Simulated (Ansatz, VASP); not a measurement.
**Two plane-wave programs on Be3S5**

```
Be S
1.0
     5.78302    0.00000    0.00000
    -2.89151    5.00824    0.00000
     0.00000    0.00000    7.04495
Be S
3 5
Direct
  0.46780 0.53220 0.02814
  0.46780 0.93561 0.02814
  0.06439 0.53220 0.02814
  0.66667 0.33333 0.97779
  0.00000 0.00000 0.38224
  0.33333 0.66667 0.80854
  0.00000 0.00000 0.10968
  0.33333 0.66667 0.24808
```

Alike in both runs: functional PBE; k mesh 4 × 4 × 3; occupations gaussian, width 0.2 eV; no spin polarisation.

Ansatz relaxed the structure, and its values are those at the end. VASP's run is a single point on that final structure, the one shown.

```csv
,VASP,Ansatz
version,VASP 6.6.1,Ansatz 0.2.0
potentials or method,"VASP PAW PBE potentials, release 64 (Be, S), cutoff 600 eV","scalar-relativistic, plane waves, PAW"
valence electrons in the cell,36,36
```

Ansatz gave:

| Quantity | Value |
| --- | --- |
| gap on the k mesh at the Fermi level (eV) | none |
| pressure (GPa) | 0.3 |
| rms of the force components (eV/Å) | 0.009 |

Q: What did VASP give for the same quantities?

A: gap on the k mesh at the Fermi level (eV): none; pressure (GPa): 0.2; rms of the force components (eV/Å): 0.064.

A gap of «none» marks a metal or a gap that the smearing closes. With one functional, cell and mesh, what is left measures potentials, basis and numerics.
